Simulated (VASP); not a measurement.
WC:

```
W C
1.0
     2.90650    0.00000    0.00000
    -1.45325    2.51710    0.00000
     0.00000    0.00000    2.83660
W C
1 1
Direct
  0.00000 0.00000 0.00000
  0.66667 0.33333 0.50000
```

- Program: VASP 6.6.1
- Task: relaxation of cell and atoms
- Functional: revPBE
- Potentials or basis: VASP PAW PBE potentials, release 64 (W_sv, C)
- Cutoff: 600 eV
- k mesh: 10 × 10 × 9
- Occupations: fermi-dirac, width 0.05 eV
- Spin: no spin polarisation

At the start: pressure 9.8 GPa; volume 10.38 Å³/atom.

Q: Where does the relaxation end?

A: Over 10 steps the energy falls by 7.8 meV/atom and the volume is 10.64 Å³/atom (+2.5 %); space group P-6m2 (No. 187, to 0.1 Å) before and after.

The path:
| step | energy change (eV) | largest force (eV/Å) | pressure (GPa) | volume (Å³) |
| --- | --- | --- | --- | --- |
| 1 | 0.0000 | 0.0000 | 9.80 | 20.75 |
| 2 | 0.0881 | 0.0000 | -21.53 | 22.72 |
| 3 | -0.0154 | 0.0000 | -0.22 | 21.28 |
| 4 | -0.0154 | 0.0000 | -0.05 | 21.27 |
| 5 | -0.0154 | 0.0000 | 0.14 | 21.26 |
| 6 | -0.0155 | 0.0000 | 0.19 | 21.27 |
| 7 | -0.0156 | 0.0000 | 0.21 | 21.26 |
| 8 | -0.0156 | 0.0000 | 0.19 | 21.26 |
| 9 | -0.0156 | 0.0000 | -0.34 | 21.29 |
| 10 | -0.0156 | 0.0000 | -0.01 | 21.27 |

Final structure:
```
W C
1.0
     2.93304    0.00000    0.00000
    -1.46652    2.54009    0.00000
     0.00000    0.00000    2.85550
W C
1 1
Direct
  0.00000 0.00000 0.00000
  0.66667 0.33333 0.50000
```

Caveat: the PAW data sets were made with another functional, which shifts forces and pressure a little.
